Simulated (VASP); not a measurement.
# AgB2 (P6/mmm) in VASP: a series of runs, part 2 of 2

VASP 6.6.1. The steps go on from the part before.

## Step 3: Single point, PBE+D3(BJ)

This run uses another cell than the first one, of the same volume but with other edges.

Contents of INCAR:

```
PREC = Accurate
ENCUT = 520
EDIFF = 1E-6
ISMEAR = 0
SIGMA = 0.05
LREAL = False
LASPH = True
NELM = 100
ALGO = Normal
ISIF = 2
LWAVE = False
LCHARG = False
GGA = PE
IVDW = 12
NBANDS = 16
```

Contents of KPOINTS:

```
regular mesh
0
Gamma
  10 10 8
```

Contents of POSCAR:

```
AgB2
1.0
    3.0332314762      0.0000000000      0.0000000000
   -1.5166157381      2.6268555140      0.0000000000
    0.0000000000      0.0000000000      3.9370020991
Ag B
1 2
Direct
    0.0000000000      0.0000000000      0.0000000000
    0.3333333333      0.6666666667      0.5000000000
    0.6666666667      0.3333333333      0.5000000000
```

Potentials or basis: VASP PAW PBE potentials, release 64 (Ag, B).

Command:

```bash
$ cat potpaw_PBE.64/Ag/POTCAR potpaw_PBE.64/B/POTCAR > POTCAR
$ mpirun -np 1 vasp_std > vasp.out
```

OUTCAR:

```text
PREC = Accurate
   ENCUT = 520
   EDIFF = 1E-6
   ISMEAR = 0
   LREAL = False
   LASPH = True
   NELM = 100
   ISIF = 2
   GGA = PE
   IVDW = 12
 IVDW          = 12

 ion  position               nearest neighbor table
   1  0.000  0.000  0.000-   2 2.63   3 2.63   2 2.63   3 2.63   3 2.63   3 2.63   2 2.63   2 2.63
                             3 2.63   3 2.63   2 2.63   2 2.63
   2  0.333  0.667  0.500-   3 1.75   3 1.75   3 1.75   1 2.63   1 2.63   1 2.63   1 2.63   1 2.63
                             1 2.63
   3  0.667  0.333  0.500-   2 1.75   2 1.75   2 1.75   1 2.63   1 2.63   1 2.63   1 2.63   1 2.63
                             1 2.63

  LATTYP: Found a hexagonal cell.
 ALAT       =     3.0332314762
 C/A-ratio  =     1.2979563644

  Lattice vectors:

 A1 = (   3.0332314762,   0.0000000000,   0.0000000000)
 A2 = (  -1.5166157381,   2.6268555140,   0.0000000000)
 A3 = (   0.0000000000,   0.0000000000,   3.9370020991)

Analysis of symmetry for initial positions (statically):
=====================================================================
 Subroutine PRICEL returns:
 Original cell was already a primitive cell.

 Routine SETGRP: Setting up the symmetry group for a
 hexagonal supercell.

 Subroutine GETGRP returns: Found 24 space group operations
 (whereof 24 operations were pure point group operations)
 out of a pool of 24 trial point group operations.

The static configuration has the point symmetry D_6h.

Analysis of symmetry for dynamics (positions and initial velocities):
=====================================================================
 Subroutine PRICEL returns:
 Original cell was already a primitive cell.

 Routine SETGRP: Setting up the symmetry group for a
 hexagonal supercell.

 Subroutine GETGRP returns: Found 24 space group operations
 (whereof 24 operations were pure point group operations)
 out of a pool of 24 trial point group operations.

The dynamic configuration has the point symmetry D_6h.

 Subroutine INISYM returns: Found 24 space group operations
 (whereof 24 operations are pure point group operations),
 and found     1 'primitive' translations
[... 120 lines left out ...]
  Thomas-Fermi vector in A             =   2.463475
   LORBIT       =      0    0 simple, 1 ext, 2 COOP (PROOUT), +10 PAW based schemes
   GGA     = PE    functional components
   LHFCALC =     F    Hartree Fock is set to
   AEXX    =    0.0000 exact exchange contribution
   IVDW    =    12    specifies the selected vdW correction
   LEPSILON=     F    determine dielectric tensor
   LRPA    =     F    only Hartree local field effects (RPA)
 non-spin polarized calculation
 Gauss-broadening in eV      SIGMA  =   0.05
  energy-cutoff  :      520.00
  volume of cell :       31.37
 maximum number of plane-waves:       867
 NGX is ok and might be reduce to    24

 number of electron      17.0000000 magnetization

 Free energy of the ion-electron system (eV)
  ---------------------------------------------------
  ext. energy  EPLUGINS =         0.00000000
  ---------------------------------------------------
  free energy    TOTEN  =       -14.54783002 eV

  energy without entropy =      -14.54602019  energy(sigma->0) =      -14.54692511

 E-fermi :   7.3379     XC(G=0): -12.1253

 val. band max:        7.3214070132   @ k =   0.2000   0.0000   0.1250
 cond. band min:       7.3498504467   @ k =   0.4000   0.1000   0.2500
 fundamental gap:      0.0284434335
 Fermi energy:         7.3378897203

 k-point     1 :       0.0000    0.0000    0.0000
  band No.  band energies     occupation
      1      -4.8837      2.00000
      2       1.6552      2.00000
      3       2.4732      2.00000
      4       2.4732      2.00000
      5       3.4335      2.00000
      6       3.4335      2.00000
[... 433 lines left out ...]
      3       1.7548      2.00000
      4       1.8792      2.00000
      5       2.8243      2.00000
      6       3.8565      2.00000
[... 8 lines left out ...]
     15      21.1711      0.00000
     16      22.7866      0.00000

 [... further k-points ...]

------------------------ aborting loop because EDIFF is reached ----------------------------------------

 Edisp (eV)   -1.00236

 E8    (eV) :    -0.3924

  FORCE on cell =-STRESS in cart. coord.  units (eV):
  Direction    XX          YY          ZZ          XY          YZ          ZX
  --------------------------------------------------------------------------------------
  -------------------------------------------------------------------------------------
  Total      -0.99846    -0.99846     0.25680     0.00000     0.00000     0.00000
  in kB     -50.99557   -50.99557    13.11588     0.00000     0.00000     0.00000
  external pressure =      -29.63 kB  Pullay stress =        0.00 kB

 VOLUME and BASIS-vectors are now :
 -----------------------------------------------------------------------------
  energy-cutoff  :      520.00
  volume of cell :       31.37
      direct lattice vectors                 reciprocal lattice vectors
     3.033231476  0.000000000  0.000000000     0.329681400  0.190341645  0.000000000
    -1.516615738  2.626855514  0.000000000     0.000000000  0.380683290  0.000000000
     0.000000000  0.000000000  3.937002099     0.000000000  0.000000000  0.254000373

 POSITION                                       TOTAL-FORCE (eV/Angst)
 -----------------------------------------------------------------------------------
      0.00000      0.00000      0.00000         0.000000      0.000000     -0.000000
     -0.00000      1.75124      1.96850         0.000000      0.000000      0.000000
      1.51662      0.87562      1.96850        -0.000000     -0.000000     -0.000000
 -----------------------------------------------------------------------------------
    total drift:                               -0.000000      0.000000      0.000000

  FREE ENERGIE OF THE ION-ELECTRON SYSTEM (eV)
  ---------------------------------------------------
  free  energy   TOTEN  =       -15.5501870954 eV

  energy  without entropy=      -15.5483772672  energy(sigma->0) =      -15.54928218
```

OSZICAR:

```text
N       E                     dE             d eps       ncg     rms          rms(c)
DAV:   1     0.647831818951E+02    0.64783E+02   -0.77209E+03  2280   0.955E+02
DAV:   2    -0.166774923599E+02   -0.81461E+02   -0.73747E+02  3008   0.212E+02
DAV:   3    -0.184175985184E+02   -0.17401E+01   -0.17340E+01  2456   0.319E+01
DAV:   4    -0.184224896355E+02   -0.48911E-02   -0.48907E-02  2976   0.181E+00
DAV:   5    -0.184225239469E+02   -0.34311E-04   -0.34312E-04  2464   0.151E-01    0.111E+01
DAV:   6    -0.150135615902E+02    0.34090E+01   -0.79197E+00  2744   0.426E+01    0.124E+01
DAV:   7    -0.145921140838E+02    0.42145E+00   -0.17671E+00  2336   0.154E+01    0.454E+00
DAV:   8    -0.145517957795E+02    0.40318E-01   -0.18674E-01  2576   0.464E+00    0.102E+00
DAV:   9    -0.145483217743E+02    0.34740E-02   -0.83669E-03  2696   0.143E+00    0.312E-01
DAV:  10    -0.145479254435E+02    0.39633E-03   -0.15488E-03  2632   0.380E-01    0.460E-02
DAV:  11    -0.145478272008E+02    0.98243E-04   -0.14619E-04  2664   0.152E-01    0.141E-02
DAV:  12    -0.145478313816E+02   -0.41808E-05   -0.21933E-05  2496   0.479E-02    0.861E-03
DAV:  13    -0.145478301482E+02    0.12333E-05   -0.23472E-06  2600   0.245E-02    0.165E-03
DAV:  14    -0.145478300194E+02    0.12880E-06   -0.18406E-07  1280   0.360E-03
   1 F= -.15550187E+02 E0= -.15549282E+02  d E =-.180983E-02
```

stdout:

```text
POSCAR found type information on POSCAR AgB
 POSCAR found :  2 types and       3 ions
 scaLAPACK will be used
 LDA part: xc-table for (Slater+PW92), standard interpolation
 POSCAR, INCAR and KPOINTS ok, starting setup
 FFT: planning ... GRIDC
 FFT: planning ... GRID_SOFT
 FFT: planning ... GRID
 WAVECAR not read
 entering main loop
```

Wall time 45 s (1 thread of Intel Xeon 8259CL, shared host); peak memory 0.18 GiB.

Results:

* Free energy: -15.5502 eV
* Pressure: -3.0 GPa
* Dispersion energy per atom: -0.334 eV

Caveat: three body term missing; pairwise dispersion overbinds metals, which lowers pressure and volume.
